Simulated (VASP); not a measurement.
# CsGeBr3 in VASP: notebook

The runs below take CsGeBr3 through single point, with LDA.

Everything below comes from runs of VASP 6.6.1. Logs are shortened: lines on timing, memory, paths and dates and some standing lists are left out, and cuts for length are marked.

## 1. The cell of the first run

It takes space group Pm-3m (No. 221, cubic). Conventional cell: a = 5.091 Å, b = 5.091 Å, c = 5.091 Å, α = 90.00°, β = 90.00°, γ = 90.00°. Within 4.7 Å of Cs (site symmetry m-3m) lie 12 Br at 3.60 Å and 8 Ge at 4.41 Å. Within 3.4 Å of Ge (site symmetry m-3m) lie 6 Br at 2.55 Å. Br (site symmetry 4/mmm) has 2 Ge at 2.55 Å within 3.4 Å.

## 2. Single point, LDA (strain -0.080 along x and y, -0.080 along z)

The input, INCAR:

```
SYSTEM = CsGeBr3
ALGO = Normal
EDIFF = 1E-7
ENCUT = 520
GGA = CA
ISIF = 2
ISMEAR = 0
LASPH = .True.
LCHARG = .False.
LREAL = .False.
LWAVE = .False.
NBANDS = 30
NELM = 60
PREC = Accurate
SIGMA = 0.05
```

The input, KPOINTS:

```
k-points
0
Gamma
  6 6 6
  0 0 0
```

The input, POSCAR:

```
CsGeBr3
1.0
    5.0906609688      0.0000000000      0.0000000000
    0.0000000000      5.0906609688      0.0000000000
    0.0000000000      0.0000000000      5.0906609688
Cs Ge Br
1 1 3
Direct
    0.0000000000      0.0000000000      0.0000000000
    0.5000000000      0.5000000000      0.5000000000
    0.5000000000      0.5000000000      0.0000000000
    0.5000000000      0.0000000000      0.5000000000
    0.0000000000      0.5000000000      0.5000000000
```

Potentials or basis: VASP PAW LDA potentials, release 64 (Cs_sv, Ge_d, Br).

Started as:

```bash
$ cat potpaw_LDA.64/Cs_sv/POTCAR potpaw_LDA.64/Ge_d/POTCAR potpaw_LDA.64/Br/POTCAR > POTCAR
$ mpirun -np 1 vasp_std > vasp.out
```

OUTCAR:

```text
SYSTEM = CsGeBr3
   EDIFF = 1E-7
   ENCUT = 520
   GGA = CA
   ISIF = 2
   ISMEAR = 0
   LASPH = .True.
   LREAL = .False.
   NELM = 60
   PREC = Accurate

 ion  position               nearest neighbor table
   1  0.000  0.000  0.000-
   2  0.500  0.500  0.500-   3 2.55   4 2.55   5 2.55   3 2.55   4 2.55   5 2.55
   3  0.500  0.500  0.000-   2 2.55   2 2.55
   4  0.500  0.000  0.500-   2 2.55   2 2.55
   5  0.000  0.500  0.500-   2 2.55   2 2.55

  LATTYP: Found a simple cubic cell.
 ALAT       =     5.0906609688

  Lattice vectors:

 A1 = (   5.0906609688,   0.0000000000,   0.0000000000)
 A2 = (   0.0000000000,   5.0906609688,   0.0000000000)
 A3 = (   0.0000000000,   0.0000000000,   5.0906609688)

Analysis of symmetry for initial positions (statically):
=====================================================================
 Subroutine PRICEL returns:
 Original cell was already a primitive cell.

 Routine SETGRP: Setting up the symmetry group for a
 simple cubic supercell.

 Subroutine GETGRP returns: Found 48 space group operations
 (whereof 48 operations were pure point group operations)
 out of a pool of 48 trial point group operations.

The static configuration has the point symmetry O_h .

Analysis of symmetry for dynamics (positions and initial velocities):
=====================================================================
 Subroutine PRICEL returns:
 Original cell was already a primitive cell.

 Routine SETGRP: Setting up the symmetry group for a
 simple cubic supercell.

 Subroutine GETGRP returns: Found 48 space group operations
 (whereof 48 operations were pure point group operations)
 out of a pool of 48 trial point group operations.

The dynamic configuration has the point symmetry O_h .

 Subroutine INISYM returns: Found 48 space group operations
 (whereof 48 operations are pure point group operations),
 and found     1 'primitive' translations

----------------------------------------------------------------------------------------

                                     Primitive cell

  volume of cell :     131.9236

  direct lattice vectors                    reciprocal lattice vectors
     5.090660969  0.000000000  0.000000000     0.196438145  0.000000000  0.000000000
     0.000000000  5.090660969  0.000000000     0.000000000  0.196438145  0.000000000
     0.000000000  0.000000000  5.090660969     0.000000000  0.000000000  0.196438145

  length of vectors
     5.090660969  5.090660969  5.090660969     0.196438145  0.196438145  0.196438145

  position of ions in fractional coordinates (direct lattice)
     0.000000000  0.000000000  0.000000000
     0.500000000  0.500000000  0.500000000
     0.500000000  0.500000000  0.000000000
     0.500000000  0.000000000  0.500000000
     0.000000000  0.500000000  0.500000000

  ion indices of the primitive-cell ions
   primitive index   ion index
                 1           1
                 2           2
                 3           3
                 4           4
                 5           5

----------------------------------------------------------------------------------------

 KPOINTS: k-points

Automatic generation of k-mesh.
 Grid dimensions read from file:
 generate k-points for:    6    6    6

 Generating k-lattice:

  Cartesian coordinates                     Fractional coordinates (reciprocal lattice)
     0.032739691  0.000000000  0.000000000     0.166666667  0.000000000  0.000000000
     0.000000000  0.032739691  0.000000000     0.000000000  0.166666667  0.000000000
     0.000000000  0.000000000  0.032739691     0.000000000  0.000000000  0.166666667

  Length of vectors
     0.032739691  0.032739691  0.032739691

  Shift w.r.t. Gamma in fractional coordinates (k-lattice)
     0.000000000  0.000000000  0.000000000

 Subroutine IBZKPT returns following result:
 ===========================================

 Found     20 irreducible k-points:

 Following reciprocal coordinates:
            Coordinates               Weight
  0.000000  0.000000  0.000000      1.000000
  0.166667  0.000000  0.000000      6.000000
  0.333333  0.000000  0.000000      6.000000
  0.500000  0.000000  0.000000      3.000000
  0.166667  0.166667  0.000000     12.000000
  0.333333  0.166667  0.000000     24.000000
[... 12 lines left out ...]
  0.500000  0.500000  0.333333      6.000000
  0.500000  0.500000  0.500000      1.000000
   k-points           NKPTS =     20   k-points in BZ     NKDIM =     20   number of bands    NBANDS=     30
   number of dos      NEDOS =    301   number of ions     NIONS =      5
   total plane-waves  NPLWV =  64000
   dimension x,y,z NGX =    40 NGY =   40 NGZ =   40
   dimension x,y,z NGXF=    80 NGYF=   80 NGZF=   80
   ions per type =               1   1   3
   NGX,Y,Z   is equivalent  to a cutoff of  13.06, 13.06, 13.06 a.u.
   NGXF,Y,Z  is equivalent  to a cutoff of  26.13, 26.13, 26.13 a.u.
 SYSTEM =  CsGeBr3
   PREC   = accura    normal or accurate (medium, high low for compatibility)
   ISTART =      0    job   : 0-new  1-cont  2-samecut
   ICHARG =      2    charge: 1-file 2-atom 10-const
   ISPIN  =      1    spin polarized calculation?
   LNONCOLLINEAR =      F non collinear calculations
   LSORBIT =      F    spin-orbit coupling
   LASPH  =      T    aspherical Exc in radial PAW
   ENCUT  =  520.0 eV  38.22 Ry    6.18 a.u.   9.47  9.47  9.47*2*pi/ulx,y,z
   NELM   =     60;   NELMIN=  2; NELMDL= -5     # of ELM steps
   EDIFF  = 0.1E-06   stopping-criterion for ELM
   LREAL  =      F    real-space projection
   EDIFFG = 0.1E-05   stopping-criterion for IOM
   NSW    =      0    number of steps for IOM
   IBRION =     -1    ionic relax: 0-MD 1-quasi-New 2-CG
   NFREE  =      0    steps in history (QN), initial steepest desc. (CG)
   ISIF   =      2    stress and relaxation
   ISYM   =      2    0-nonsym 1-usesym 2-fastsym
   POTIM  = 0.5000    time-step for ionic-motion
   TEBEG  =    0.0;   TEEND  =   0.0 temperature during run
   PSTRESS=    0.0 pullay stress
   NELECT =      44.0000    total number of electrons
   NUPDOWN=      -1.0000    fix difference up-down
   EMIN   =  10.00;   EMAX   =-10.00  energy-range for DOS
   EFERMI =   0.00;   METHOD = LEGACY
   ISMEAR =     0;   SIGMA  =   0.05  broadening in eV -4-tet -1-fermi 0-gaus
   EFERMI_NEDOS =   21; number of points for ismear=-14 and -15
   IALGO  =     38    algorithm
   IMIX   =      4    mixing-type and parameters
     AMIX     =   0.40;   BMIX     =  1.00
     AMIX_MAG =   1.60;   BMIX_MAG =  1.00
  volume/ion in A,a.u.               =      26.38       178.05
  Fermi-wavevector in a.u.,A,eV,Ry     =   1.135320  2.145443 17.537244  1.288951
  Thomas-Fermi vector in A             =   2.272024
   LORBIT       =      0    0 simple, 1 ext, 2 COOP (PROOUT), +10 PAW based schemes
   GGA     = CA    functional components
   LHFCALC =     F    Hartree Fock is set to
   AEXX    =    0.0000 exact exchange contribution
   IVDW    =     0    specifies the selected vdW correction
   LEPSILON=     F    determine dielectric tensor
   LRPA    =     F    only Hartree local field effects (RPA)
 non-spin polarized calculation
 Gauss-broadening in eV      SIGMA  =   0.05
  energy-cutoff  :      520.00
  volume of cell :      131.92
 maximum number of plane-waves:      3596
 NGX is ok and might be reduce to    40
   NGX = 19   NGY = 19   NGZ = 19

 number of electron      43.9999998 magnetization

 Free energy of the ion-electron system (eV)
  ---------------------------------------------------
  ext. energy  EPLUGINS =         0.00000000
  ---------------------------------------------------
  free energy    TOTEN  =       -17.70256307 eV

  energy without entropy =      -17.70220598  energy(sigma->0) =      -17.70238453

 E-fermi :   4.5985     XC(G=0):  -9.7317

 val. band max:        4.3205094355   @ k =   0.5000   0.5000   0.3333
 cond. band min:       4.6137656480   @ k =   0.5000   0.5000   0.5000
 fundamental gap:      0.2932562126
 Fermi energy:         4.5985371455

 k-point     1 :       0.0000    0.0000    0.0000
  band No.  band energies     occupation
      1     -21.1327      2.00000
      2     -21.1327      2.00000
      3     -21.0904      2.00000
      4     -21.0904      2.00000
      5     -21.0904      2.00000
      6     -17.4612      2.00000
[... 22 lines left out ...]
     29      11.2505      0.00000
     30      11.2511      0.00000

 k-point     2 :       0.1667    0.0000    0.0000
  band No.  band energies     occupation
      1     -21.1327      2.00000
      2     -21.1314      2.00000
      3     -21.0904      2.00000
      4     -21.0904      2.00000
      5     -21.0904      2.00000
      6     -17.4562      2.00000
[... 22 lines left out ...]
     29       9.7428      0.00000
     30      10.8419      0.00000

 k-point     3 :       0.3333    0.0000    0.0000
  band No.  band energies     occupation
      1     -21.1327      2.00000
      2     -21.1289      2.00000
      3     -21.0906      2.00000
      4     -21.0906      2.00000
      5     -21.0904      2.00000
      6     -17.4459      2.00000
[... 22 lines left out ...]
     29       9.2743      0.00000
     30       9.8054      0.00000

 k-point     4 :       0.5000    0.0000    0.0000
  band No.  band energies     occupation
      1     -21.1327      2.00000
      2     -21.1276      2.00000
      3     -21.0907      2.00000
      4     -21.0907      2.00000
      5     -21.0904      2.00000
      6     -17.4408      2.00000
[... 484 lines left out ...]
     29       9.3568      0.00000
     30       9.8270      0.00000

 k-point    19 :       0.5000    0.5000    0.3333
  band No.  band energies     occupation
      1     -21.1263      2.00000
      2     -21.1250      2.00000
      3     -21.0910      2.00000
      4     -21.0909      2.00000
      5     -21.0909      2.00000
      6     -17.4199      2.00000
[... 22 lines left out ...]
     29       8.9717      0.00000
     30      10.1316      0.00000

 k-point    20 :       0.5000    0.5000    0.5000
  band No.  band energies     occupation
      1     -21.1250      2.00000
      2     -21.1250      2.00000
      3     -21.0910      2.00000
      4     -21.0910      2.00000
      5     -21.0910      2.00000
      6     -17.4176      2.00000
[... 22 lines left out ...]
     29       8.6226      0.00000
     30      10.4969      0.00000

------------------------ aborting loop because EDIFF is reached ----------------------------------------

  FORCE on cell =-STRESS in cart. coord.  units (eV):
  Direction    XX          YY          ZZ          XY          YZ          ZX
  --------------------------------------------------------------------------------------
  -------------------------------------------------------------------------------------
  Total        6.4889118      6.4889118      6.4889118      0.0000000     -0.0000000      0.0000000
  in kB       78.8061170     78.8061170     78.8061170      0.0000000     -0.0000000      0.0000000
  external PRESSURE =      78.8061170 kB  Pullay stress =       0.0000000 kB

 VOLUME and BASIS-vectors are now :
 -----------------------------------------------------------------------------
  energy-cutoff  :      520.00
  volume of cell :      131.92
      direct lattice vectors                 reciprocal lattice vectors
     5.090660969  0.000000000  0.000000000     0.196438145  0.000000000  0.000000000
     0.000000000  5.090660969  0.000000000     0.000000000  0.196438145  0.000000000
     0.000000000  0.000000000  5.090660969     0.000000000  0.000000000  0.196438145

 POSITION                                       TOTAL-FORCE (eV/Angst)
 -----------------------------------------------------------------------------------
      0.00000      0.00000      0.00000         0.000000      0.000000      0.000000
      2.54533      2.54533      2.54533         0.000000      0.000000      0.000000
      2.54533      2.54533      0.00000         0.000000      0.000000      0.000000
      2.54533      0.00000      2.54533         0.000000      0.000000      0.000000
      0.00000      2.54533      2.54533         0.000000      0.000000      0.000000
 -----------------------------------------------------------------------------------
    total drift:                               -0.000000      0.000000     -0.000000

  FREE ENERGIE OF THE ION-ELECTRON SYSTEM (eV)
  ---------------------------------------------------
  free  energy   TOTEN  =       -17.7025630725 eV

  energy  without entropy=      -17.7022059838  energy(sigma->0) =      -17.70238453
```

It took 79 s on 1 thread of Intel Xeon Platinum 8259CL at 2.50GHz (Skylake/Cascade Lake), shared host; peak memory 0.24 GiB.

Results:

| Item | Value |
| --- | --- |
| Free energy | -17.7026 eV |
| Pressure | 7.9 GPa |
| Band gap on the k mesh | zero (filled and empty bands touch) |

Levels at points of the mesh, in eV from the Fermi level:
```
           k point  band 18  band 19  band 20  band 21  band 22  band 23  band 24  band 25  band 26  band 27
(0.00, 0.00, 0.00)    -3.78    -3.78    -3.20    -3.20    -3.20     2.25     2.25     2.48     2.97     2.97
(0.50, 0.00, 0.00)    -4.04    -4.04    -3.71    -3.71    -1.93     1.21     4.17     4.28     4.30     4.35
(0.50, 0.50, 0.00)    -4.08    -4.08    -3.93    -2.78    -0.55     0.76     0.76     4.67     4.72     5.18
(0.50, 0.50, 0.50)    -3.91    -2.74    -2.74    -2.74     0.02     0.02     0.02     0.96     3.70     4.02
```

Caveat: the cell differs from its parent crystal (strain -0.080 along x and y, -0.080 along z); spin-orbit coupling is left out, which moves the levels of the heavy elements.

## 3. Single point, LDA (strain -0.040 along x and y, -0.080 along z)

The input, INCAR:

```
PREC = Accurate ; ENCUT = 520
EDIFF = 1E-7 ; ISMEAR = 0
SIGMA = 0.05 ; LREAL = F
LASPH = T ; NELM = 80
ALGO = Normal ; ISIF = 2
LWAVE = F ; LCHARG = F
GGA = CA ; NBANDS = 30
```

The input, KPOINTS:

```
Automatic mesh
0
Gamma
  6 6 6
```

POSCAR, as its differences from that of step 2:

```diff
@@ -2,4 +2,4 @@
 1.0
-    5.0906609688      0.0000000000      0.0000000000
-    0.0000000000      5.0906609688      0.0000000000
+    5.3119940544      0.0000000000      0.0000000000
+    0.0000000000      5.3119940544      0.0000000000
     0.0000000000      0.0000000000      5.0906609688
```

Potentials or basis: VASP PAW LDA potentials, release 64 (Cs_sv, Ge_d, Br).

Started as:

```bash
$ cat potpaw_LDA.64/Cs_sv/POTCAR potpaw_LDA.64/Ge_d/POTCAR potpaw_LDA.64/Br/POTCAR > POTCAR
$ mpirun -np 1 vasp_std > vasp.out
```

Wall time 2.7 min (1 thread of Intel Xeon Platinum 8259CL at 2.50GHz (Skylake/Cascade Lake), shared host); peak memory 0.32 GiB.

Results (log left out):

```
Free energy            : -18.0550 eV
Pressure               : 3.4 GPa
Band gap on the k mesh : zero (filled and empty bands touch)
```

Stress tensor (GPa, compression positive):
```
2.18 0.00 0.00
0.00 2.18 0.00
0.00 0.00 5.74
```

Levels at points of the mesh, in eV from the Fermi level:
```
           k point  band 19  band 20  band 21  band 22  band 23  band 24  band 25  band 26
(0.00, 0.00, 0.00)    -3.34    -2.96    -2.92    -2.92     2.50     2.60     2.76     3.26
(0.50, 0.00, 0.00)    -3.57    -3.34    -3.26    -2.09     1.26     4.17     4.34     4.52
(0.50, 0.50, 0.00)    -3.85    -3.59    -2.60    -1.00     0.84     0.84     4.74     4.77
(0.00, 0.00, 0.50)    -3.75    -3.35    -3.35    -1.63     1.38     4.43     4.44     4.71
(0.50, 0.00, 0.50)    -3.63    -3.59    -2.48    -0.57     0.65     1.01     4.60     4.78
(0.50, 0.50, 0.50)    -2.55    -2.44    -2.44     0.00     0.00     0.44     0.56     3.85
```

Caveat: the cell differs from its parent crystal (strain -0.040 along x and y, -0.080 along z); spin-orbit coupling is left out, which moves the levels of the heavy elements.

## 4. Single point, LDA (strain +0.080 along x and y, +0.080 along z)

The input, INCAR:

```
PREC = Accurate ; ENCUT = 520
EDIFF = 1E-6 ; ISMEAR = 0
SIGMA = 0.05 ; LREAL = False
LASPH = True ; NELM = 60
ALGO = Normal ; ISIF = 2
LWAVE = False ; LCHARG = True
LELF = True ; LVHAR = True
NBANDS = 30
```

KPOINTS is that of step 3.

POSCAR, as its differences from that of step 3:

```diff
@@ -2,5 +2,5 @@
 1.0
-    5.3119940544      0.0000000000      0.0000000000
-    0.0000000000      5.3119940544      0.0000000000
-    0.0000000000      0.0000000000      5.0906609688
+    5.9759933112      0.0000000000      0.0000000000
+    0.0000000000      5.9759933112      0.0000000000
+    0.0000000000      0.0000000000      5.9759933112
 Cs Ge Br
```

Started as:

```bash
$ cat potpaw_LDA.64/Cs_sv/POTCAR potpaw_LDA.64/Ge_d/POTCAR potpaw_LDA.64/Br/POTCAR > POTCAR
$ mpirun -np 1 vasp_std > vasp.out
```

Wall time 2.8 min (1 thread of Intel Xeon Platinum 8259CL at 2.50GHz (Skylake/Cascade Lake), shared host); peak memory 0.33 GiB.

The run converged. Its results:

- Free energy: -17.1033 eV
- Pressure: -4.8 GPa
- Band gap on the k mesh: 1.31 eV, direct

Levels at points of the mesh, in eV from the valence-band top:
```csv
k point,band 20,band 21,band 22,band 23,band 24,band 25
"(0.00, 0.00, 0.00)",-0.94,-0.94,-0.94,3.68,4.74,4.74
"(0.50, 0.00, 0.00)",-1.04,-1.04,-0.91,2.00,4.55,4.55
"(0.50, 0.50, 0.00)",-1.29,-0.62,-0.45,1.70,1.70,4.36
"(0.50, 0.50, 0.50)",-0.61,-0.61,0.00,1.31,1.31,1.31
```

Caveat: the cell differs from its parent crystal (strain +0.080 along x and y, +0.080 along z); spin-orbit coupling is left out, which moves the levels of the heavy elements. A k mesh can miss the band edges.

## 5. Summary

| cell | gap on the mesh (eV) | pressure (GPa) |
| --- | --- | --- |
| a = 5.091 Å, 5 atoms | none | 7.9 |
| a = 5.312, b = 5.312, c = 5.091 Å, 5 atoms | none | 3.4 |
| a = 5.976 Å, 5 atoms | 1.31 | -4.8 |

Alike in all rows: task single point; level LDA; potentials or basis VASP PAW LDA potentials, release 64 (Cs_sv, Ge_d, Br); no spin polarisation; k mesh 6 × 6 × 6; cutoff (eV) 520; smearing gaussian 0.05 eV.

Caveats: spin-orbit coupling is left out, which moves the levels of the heavy elements.

Absolute energies hang on the potentials; compare differences alone.
